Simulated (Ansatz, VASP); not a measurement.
## One calculation of GaP, two programs

Contents of POSCAR:

```
GaP
1.0
    0.0000000000      2.5889875000      2.5889875000
    2.5889875000      0.0000000000      2.5889875000
    2.5889875000      2.5889875000      0.0000000000
Ga P
1 1
Direct
    0.0000000000      0.0000000000      0.0000000000
    0.7500000000      0.7500000000      0.7500000000
```

Contents of INCAR.step1:

```
SYSTEM = GaP
  ALGO = Normal
  EDIFF = 1E-4
  ENCUT = 520
  GGA = PE
  ISMEAR = 0
  LASPH = .TRUE.
  LCHARG = .FALSE.
  LREAL = .FALSE.
  LWAVE = .TRUE.
  NBANDS = 16
  NELM = 60
  PREC = Accurate
  SIGMA = 0.05
```

The input INCAR.step2:

```
SYSTEM = GaP
  ALGO = Normal
  EDIFF = 1E-6
  ENCUT = 520
  ISIF = 2
  ISMEAR = 0
  ISTART = 1
  LASPH = .TRUE.
  LCHARG = .FALSE.
  LMIXTAU = .TRUE.
  LREAL = .FALSE.
  LWAVE = .FALSE.
  METAGGA = R2SCAN
  NBANDS = 16
  NELM = 60
  PREC = Accurate
  SIGMA = 0.05
```

File KPOINTS:

```
k-points
0
G
  8 8 8
  0 0 0
```

Input for Ansatz:

```yaml
crystal:
  lattice:
    - [0.0, 2.5889875, 2.5889875]
    - [2.5889875, 0.0, 2.5889875]
    - [2.5889875, 2.5889875, 0.0]
  atoms:
    - { symbol: Ga, position: [0.0, 0.0, 0.0] }
    - { symbol: P, position: [0.75, 0.75, 0.75] }
basis:
  ecutwfc: 500
kpoints:
  mp_grid: { grid: [8, 8, 8] }
hamiltonian:
  xc: r2scan
scf:
  occupations: { method: gaussian, width: 0.05 }
output:
  forces: true
  stress: true
  eigenvalues: true
```

Change from the starting cell: strain -0.050 along x and y, -0.050 along z, atoms carried along.

Alike in both runs: task single point; functional r2SCAN; k mesh 8 × 8 × 8; occupations gaussian, width 0.05 eV; no spin polarisation.

|  | VASP | Ansatz |
| --- | --- | --- |
| version | VASP 6.6.1 | Ansatz 0.2.0 |
| potentials or method | VASP PAW PBE potentials, release 64 (Ga_d, P), cutoff 520 eV | scalar-relativistic, plane waves, PAW |
| valence electrons in the cell | 18 | 18 |

|  | VASP | Ansatz | Ansatz less VASP |
| --- | --- | --- | --- |
| gap on the k mesh at the Fermi level (eV) | 1.55 | 1.55 | -0.003 |
| least direct gap on the mesh (eV) | 3.73 | 3.76 | +0.029 |
| pressure (GPa) | 18.9 | 18.9 | +0.02 |

VASP's potentials were made for PBE, not for r2SCAN. The functional is the same, so the differences come from potentials, cutoffs and numerics.
